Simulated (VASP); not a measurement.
# I (Im-3m) in VASP: a series of runs, part 3 of 3

VASP 6.6.1.

### 4 Single point, LDA

This run uses another cell than the first one, of 37.21 Å³/atom, 1.041 times its volume.

Input file INCAR:

```
SYSTEM = I
PREC     = Accurate       ! precision mode
ENCUT    = 500            ! plane-wave cutoff, eV
EDIFF    = 1E-6           ! SCF threshold, eV
ISMEAR   = -1             ! smearing method
SIGMA    = 0.1            ! smearing width, eV
LREAL    = .False.        ! projectors in reciprocal space
LASPH    = .True.         ! aspherical terms in the spheres
NELM     = 120            ! most SCF steps
ALGO     = Normal         ! electronic algorithm
ISIF     = 2              ! what is computed and relaxed
LWAVE    = .False.        ! write WAVECAR
LCHARG   = .False.        ! write CHGCAR
GGA      = CA             ! functional
NBANDS   = 10             ! bands
GGA_COMPAT= .False.
```

Input file KPOINTS:

```
regular mesh
0
Gamma
  10 10 10
  0 0 0
```

Input file POSCAR:

```
I
1.0
   -2.1032123238      2.1032123238      2.1032123238
    2.1032123238     -2.1032123238      2.1032123238
    2.1032123238      2.1032123238     -2.1032123238
I
1
Direct
    0.0000000000      0.0000000000      0.0000000000
```

Potentials or basis: VASP PAW LDA potentials, release 64 (I).

Launch:

```bash
$ cat potpaw_LDA.64/I/POTCAR > POTCAR
$ mpirun -np 1 vasp_std > vasp.out
```

OUTCAR:

```text
SYSTEM = I
   PREC = Accurate
   ENCUT = 500
   EDIFF = 1E-6
   ISMEAR = -1
   LREAL = .False.
   LASPH = .True.
   NELM = 120
   ISIF = 2
   GGA = CA

 ion  position               nearest neighbor table
   1  0.000  0.000  0.000-

  LATTYP: Found a body centered cubic cell.
 ALAT       =     4.2064246476

  Lattice vectors:

 A1 = (  -2.1032123238,   2.1032123238,   2.1032123238)
 A2 = (   2.1032123238,  -2.1032123238,   2.1032123238)
 A3 = (   2.1032123238,   2.1032123238,  -2.1032123238)

Analysis of symmetry for initial positions (statically):
=====================================================================
 Subroutine PRICEL returns:
 Original cell was already a primitive cell.

 Routine SETGRP: Setting up the symmetry group for a
 body centered cubic supercell.

 Subroutine GETGRP returns: Found 48 space group operations
 (whereof 48 operations were pure point group operations)
 out of a pool of 48 trial point group operations.

The static configuration has the point symmetry O_h .

Analysis of symmetry for dynamics (positions and initial velocities):
=====================================================================
 Subroutine PRICEL returns:
 Original cell was already a primitive cell.

 Routine SETGRP: Setting up the symmetry group for a
 body centered cubic supercell.

 Subroutine GETGRP returns: Found 48 space group operations
 (whereof 48 operations were pure point group operations)
 out of a pool of 48 trial point group operations.

The dynamic configuration has the point symmetry O_h .

 Subroutine INISYM returns: Found 48 space group operations
 (whereof 48 operations are pure point group operations),
 and found     1 'primitive' translations

----------------------------------------------------------------------------------------

                                     Primitive cell

  volume of cell :      37.2143

  direct lattice vectors                    reciprocal lattice vectors
    -2.103212324  2.103212324  2.103212324     0.000000000  0.237731585  0.237731585
     2.103212324 -2.103212324  2.103212324     0.237731585  0.000000000  0.237731585
     2.103212324  2.103212324 -2.103212324     0.237731585  0.237731585  0.000000000

  length of vectors
     3.642870604  3.642870604  3.642870604     0.336203232  0.336203232  0.336203232

  position of ions in fractional coordinates (direct lattice)
     0.000000000  0.000000000  0.000000000

  ion indices of the primitive-cell ions
   primitive index   ion index
                 1           1

----------------------------------------------------------------------------------------

 KPOINTS: regular mesh

Automatic generation of k-mesh.
 Grid dimensions read from file:
 generate k-points for:   10   10   10

 Generating k-lattice:

  Cartesian coordinates                     Fractional coordinates (reciprocal lattice)
     0.000000000  0.023773159  0.023773159     0.100000000  0.000000000  0.000000000
     0.023773159  0.000000000  0.023773159     0.000000000  0.100000000  0.000000000
     0.023773159  0.023773159  0.000000000     0.000000000  0.000000000  0.100000000

  Length of vectors
     0.033620323  0.033620323  0.033620323

  Shift w.r.t. Gamma in fractional coordinates (k-lattice)
     0.000000000  0.000000000  0.000000000

 Subroutine IBZKPT returns following result:
 ===========================================

 Found     47 irreducible k-points:

 Following reciprocal coordinates:
            Coordinates               Weight
  0.000000  0.000000  0.000000      1.000000
  0.100000  0.000000  0.000000     12.000000
  0.200000  0.000000  0.000000     12.000000
  0.300000  0.000000  0.000000     12.000000
  0.400000  0.000000  0.000000     12.000000
  0.500000  0.000000  0.000000      6.000000
[... 16 lines left out ...]
  0.300000  0.300000  0.100000      8.000000
 -0.300000  0.300000  0.100000     24.000000
 [... further k-points ...]
   k-points           NKPTS =     47   k-points in BZ     NKDIM =     47   number of bands    NBANDS=     10
   number of dos      NEDOS =    301   number of ions     NIONS =      1
   total plane-waves  NPLWV =  21952
   dimension x,y,z NGX =    28 NGY =   28 NGZ =   28
   dimension x,y,z NGXF=    56 NGYF=   56 NGZF=   56
   ions per type =               1
   NGX,Y,Z   is equivalent  to a cutoff of  12.78, 12.78, 12.78 a.u.
   NGXF,Y,Z  is equivalent  to a cutoff of  25.56, 25.56, 25.56 a.u.
 SYSTEM =  I
   PREC   = accura    normal or accurate (medium, high low for compatibility)
   ISTART =      0    job   : 0-new  1-cont  2-samecut
   ICHARG =      2    charge: 1-file 2-atom 10-const
   ISPIN  =      1    spin polarized calculation?
   LNONCOLLINEAR =      F non collinear calculations
   LSORBIT =      F    spin-orbit coupling
   LASPH  =      T    aspherical Exc in radial PAW
   ENCUT  =  500.0 eV  36.75 Ry    6.06 a.u.   6.64  6.64  6.64*2*pi/ulx,y,z
   NELM   =    120;   NELMIN=  2; NELMDL= -5     # of ELM steps
   EDIFF  = 0.1E-05   stopping-criterion for ELM
   LREAL  =      F    real-space projection
   EDIFFG = 0.1E-04   stopping-criterion for IOM
   NSW    =      0    number of steps for IOM
   IBRION =     -1    ionic relax: 0-MD 1-quasi-New 2-CG
   NFREE  =      0    steps in history (QN), initial steepest desc. (CG)
   ISIF   =      2    stress and relaxation
   ISYM   =      2    0-nonsym 1-usesym 2-fastsym
   POTIM  = 0.5000    time-step for ionic-motion
   TEBEG  =    0.0;   TEEND  =   0.0 temperature during run
   PSTRESS=    0.0 pullay stress
   NELECT =       7.0000    total number of electrons
   NUPDOWN=      -1.0000    fix difference up-down
   EMIN   =  10.00;   EMAX   =-10.00  energy-range for DOS
   EFERMI =   0.00;   METHOD = LEGACY
   ISMEAR =    -1;   SIGMA  =   0.10  broadening in eV -4-tet -1-fermi 0-gaus
   EFERMI_NEDOS =   21; number of points for ismear=-14 and -15
   IALGO  =     38    algorithm
   IMIX   =      4    mixing-type and parameters
     AMIX     =   0.40;   BMIX     =  1.00
     AMIX_MAG =   1.60;   BMIX_MAG =  1.00
  volume/ion in A,a.u.               =      37.21       251.13
  Fermi-wavevector in a.u.,A,eV,Ry     =   0.938003  1.772569 11.971090  0.879850
  Thomas-Fermi vector in A             =   2.065171
   LORBIT       =      0    0 simple, 1 ext, 2 COOP (PROOUT), +10 PAW based schemes
   GGA     = CA    functional components
   LHFCALC =     F    Hartree Fock is set to
   AEXX    =    0.0000 exact exchange contribution
   IVDW    =     0    specifies the selected vdW correction
   LEPSILON=     F    determine dielectric tensor
   LRPA    =     F    only Hartree local field effects (RPA)
 non-spin polarized calculation
  energy-cutoff  :      500.00
  volume of cell :       37.21
 maximum number of plane-waves:       962
   NGX = 13   NGY = 13   NGZ = 13

 number of electron       6.9999999 magnetization

 Free energy of the ion-electron system (eV)
  ---------------------------------------------------
  ext. energy  EPLUGINS =         0.00000000
  ---------------------------------------------------
  free energy    TOTEN  =        -1.63385357 eV

  energy without entropy =       -1.56634310  energy(sigma->0) =       -1.60009833

 E-fermi :   3.7081     XC(G=0):  -9.1134

 val. band max:        3.6903163602   @ k =   0.4000   0.2000   0.0000
 cond. band min:       3.7377684537   @ k =   0.3000   0.2000   0.0000
 fundamental gap:      0.0474520935
 Fermi energy:         3.7080697424

 k-point     1 :       0.0000    0.0000    0.0000
  band No.  band energies     occupation
      1      -9.5002      2.00000
      2       4.4664      0.00102
      3       4.4664      0.00102
      4       4.4664      0.00102
      5      10.2107      0.00000
      6      13.4717      0.00000
      7      13.4717      0.00000
      8      13.4717      0.00000
      9      15.6115      0.00000
     10      15.6115      0.00000
[... 287 lines left out ...]
 k-point    24 :      -0.3000    0.3000    0.1000
  band No.  band energies     occupation
      1      -8.6411      2.00000
      2       1.0009      2.00000
      3       3.1780      1.99007
      4       3.8445      0.40693
      5      10.6074      0.00000
      6      11.9809      0.00000
      7      12.7903      0.00000
      8      15.6465      0.00000
      9      16.7975      0.00000
     10      17.6497      0.00000

 [... further k-points ...]

------------------------ aborting loop because EDIFF is reached ----------------------------------------

  FORCE on cell =-STRESS in cart. coord.  units (eV):
  Direction    XX          YY          ZZ          XY          YZ          ZX
  --------------------------------------------------------------------------------------
  -------------------------------------------------------------------------------------
  Total       -0.8556194     -0.8556194     -0.8556194      0.0000000      0.0000000      0.0000000
  in kB      -36.8367968    -36.8367968    -36.8367968      0.0000000      0.0000000      0.0000000
  external PRESSURE =     -36.8367968 kB  Pullay stress =       0.0000000 kB

 VOLUME and BASIS-vectors are now :
 -----------------------------------------------------------------------------
  energy-cutoff  :      500.00
  volume of cell :       37.21
      direct lattice vectors                 reciprocal lattice vectors
    -2.103212324  2.103212324  2.103212324     0.000000000  0.237731585  0.237731585
     2.103212324 -2.103212324  2.103212324     0.237731585  0.000000000  0.237731585
     2.103212324  2.103212324 -2.103212324     0.237731585  0.237731585  0.000000000

 POSITION                                       TOTAL-FORCE (eV/Angst)
 -----------------------------------------------------------------------------------
      0.00000      0.00000      0.00000         0.000000      0.000000      0.000000
 -----------------------------------------------------------------------------------
    total drift:                                0.000000      0.000000      0.000000

  FREE ENERGIE OF THE ION-ELECTRON SYSTEM (eV)
  ---------------------------------------------------
  free  energy   TOTEN  =        -1.6338535654 eV

  energy  without entropy=       -1.5663431020  energy(sigma->0) =       -1.60009833
```

Run time: 8.5 s. Hardware: 1 thread of Intel Xeon Platinum 8488C (Sapphire Rapids), shared host; peak memory 0.14 GiB.

What came out:

* Free energy: -1.6339 eV
* Pressure: -3.7 GPa

Levels at points of the mesh, in eV from the Fermi level:
| k point | band 2 | band 3 | band 4 | band 5 | band 6 | band 7 |
| --- | --- | --- | --- | --- | --- | --- |
| (0.00, 0.00, 0.00) | 0.76 | 0.76 | 0.76 | 6.50 | 9.76 | 9.76 |
| (0.50, 0.00, 0.00) | -4.21 | -0.76 | 0.46 | 5.67 | 7.20 | 12.62 |
| (0.50, 0.50, 0.50) | -2.46 | -2.46 | -2.46 | 4.53 | 4.53 | 15.77 |

Caveat: spin-orbit coupling is left out, which moves the levels of the heavy elements; an odd number of electrons without spin polarisation forces a metal; a magnetic or distorted state may lie lower.

### 5 Summary

```tsv
cell	gap on the mesh (eV)	pressure (GPa)
a = 3.595 Å, angles 109.5°, 1 atom	none	-3.0
a = 3.619 Å, angles 109.5°, 1 atom	none	-3.4
a = 3.643 Å, angles 109.5°, 1 atom	none	-3.7
```

Alike in all rows: task single point; level LDA; potentials or basis VASP PAW LDA potentials, release 64 (I); no spin polarisation; k mesh 10 × 10 × 10; cutoff (eV) 500; smearing fermi-dirac 0.1 eV.

Caveats: spin-orbit coupling is left out, which moves the levels of the heavy elements; an odd number of electrons without spin polarisation forces a metal; a magnetic or distorted state may lie lower.

Absolute energies hang on the potentials; compare differences alone.
